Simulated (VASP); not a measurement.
The system is Si.

```
CELL_PARAMETERS angstrom
3.83132 0.00000 0.00000
-1.91566 3.31802 0.00000
0.00000 0.00000 6.33262
ATOMIC_POSITIONS crystal
Si 0.33333 0.66667 0.06301
Si 0.66667 0.33333 0.56301
Si 0.33333 0.66667 0.43699
Si 0.66667 0.33333 0.93699
```

Base run:

```yaml
Program: VASP 6.6.1
Functional: PBEsol
Potentials_or_basis: VASP PAW PBE potentials, release 64 (Si)
Cutoff: 500 eV
k_mesh: 5 × 5 × 3
Occupations: methfessel-paxton, width 0.0564 eV
Spin: no spin polarisation
```

Its results: band gap on the k mesh 0.41 eV, indirect (least direct gap 0.95 eV); pressure -0.2 GPa; largest force 0.024 eV/Å.

The run is repeated on the same cell with these changes: k mesh from 5 × 5 × 3 to 3 × 3 × 2; occupations from methfessel-paxton, width 0.0564 eV to methfessel-paxton, width 0.0748 eV. What comes out?

Band gap on the k mesh 0.58 eV, indirect (least direct gap 0.92 eV); pressure 0.9 GPa; largest force 0.121 eV/Å.

Caveats: some runs use coarse meshes; the PAW data sets were made with another functional, which shifts forces and pressure a little.

A k mesh can miss the band edges.
